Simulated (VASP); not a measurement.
A run of VASP 6.6.1:

The input INCAR:

```
  ALGO = Normal
  EDIFF = 1E-6
  EDIFFG = -0.005
  ENCUT = 600
  GGA = PE
  IBRION = 2
  ISIF = 3
  ISMEAR = -1
  LASPH = T
  LCHARG = F
  LREAL = F
  LWAVE = F
  NELM = 60
  NSW = 60
  PREC = Accurate
  PSTRESS = 280.0
  SIGMA = 0.08
```

Contents of KPOINTS:

```
k-points
0
Gamma
  14 14 14
```

Contents of POSCAR:

```
TaN
1.0
    2.6600619415      0.0000000000      0.0000000000
    0.0000000000      2.6600619415      0.0000000000
    0.0000000000      0.0000000000      2.6600619415
Ta N
1 1
Direct
    0.0000000000      0.0000000000      0.0000000000
    0.5000000000      0.5000000000      0.5000000000
```

Potentials or basis: VASP PAW PBE potentials, release 64 (Ta_pv, N).

The run is started by

```bash
$ cat potpaw_PBE.64/Ta_pv/POTCAR potpaw_PBE.64/N/POTCAR > POTCAR
$ mpirun -np 1 vasp_std > vasp.out
```

Hardware: 1 thread of Intel Xeon 8259CL (shared host).

Task: Estimate the wall time of this run.

Result: Wall time 55 s on 1 thread of Intel Xeon 8259CL, on a shared host, peak memory 0.18 GiB. Counts: scf iterations 32, k points 120, ion steps 4.
